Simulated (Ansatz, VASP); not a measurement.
**Be in VASP and in Ansatz**

```
CELL_PARAMETERS angstrom
-1.25312 1.25312 1.24059
1.25312 -1.25312 1.24059
1.25312 1.25312 -1.24059
ATOMIC_POSITIONS crystal
Be 0.00000 0.00000 0.00000
```

Change from the starting cell: zz strain of -1 %.

Alike in both runs: task single point; functional PBEsol; k mesh 23 × 23 × 23; occupations fermi-dirac, width 0.03 eV; no spin polarisation.

|  | VASP | Ansatz |
| --- | --- | --- |
| version | VASP 6.6.1 | Ansatz 0.2.0 |
| potentials or method | VASP PAW PBE potentials, release 64 (Be), cutoff 520 eV | all-electron LAPW, scalar-relativistic |

|  | VASP | Ansatz | Ansatz less VASP |
| --- | --- | --- | --- |
| pressure (GPa) | -0.4 | -0.8 | -0.47 |
| traceless stress, the component that is largest in VASP (GPa) | -0.25 | -0.25 | -0.004 |

VASP's potentials were made for PBE, not for PBEsol. Ansatz ran all-electron here, and VASP with PAW potentials.
